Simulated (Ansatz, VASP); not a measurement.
# Se: VASP beside Ansatz

The input INCAR:

```
PREC = Accurate
ENCUT = 520
EDIFF = 1E-6
ISMEAR = -1
SIGMA = 0.03
LREAL = False
LASPH = True
NELM = 80
ALGO = Normal
ISIF = 2
LWAVE = False
LCHARG = False
GGA = PE
NBANDS = 9
```

File KPOINTS:

```
Automatic mesh
0
Gamma
  16 16 16
```

POSCAR

```
Se
1.0
    0.0000000000      2.1805932987      2.1805932987
    2.1805932987      0.0000000000      2.1805932987
    2.1805932987      2.1805932987      0.0000000000
Se
1
Direct
    0.0000000000      0.0000000000      0.0000000000
```

Input for Ansatz:

```yaml
crystal:
  lattice:
    - [0.0, 2.1805932987, 2.1805932987]
    - [2.1805932987, 0.0, 2.1805932987]
    - [2.1805932987, 2.1805932987, 0.0]
  atoms:
    - { symbol: Se, position: [0.0, 0.0, 0.0] }
kpoints:
  mp_grid: { grid: [16, 16, 16] }
scf:
  occupations: { method: fermi_dirac, width: 0.03 }
hamiltonian:
  xc: pbe
  pseudopotentials: { kind: all_electron, lapw: { basis_error: 0.00025 } }
output:
  forces: true
  stress: true
  eigenvalues: true
```

Change from the starting cell: volume scaled by 1.02.

Alike in both runs: task single point; functional PBE; k mesh 16 × 16 × 16; occupations fermi-dirac, width 0.03 eV; no spin polarisation.

```csv
,VASP,Ansatz
version,VASP 6.6.1,Ansatz 0.2.0
potentials or method,"VASP PAW PBE potentials, release 64 (Se), cutoff 520 eV","all-electron LAPW, scalar-relativistic"
```

|  | VASP | Ansatz | Ansatz less VASP |
| --- | --- | --- | --- |
| pressure (GPa) | -1.4 | -1.3 | +0.01 |

Ansatz ran all-electron here, and VASP with PAW potentials.
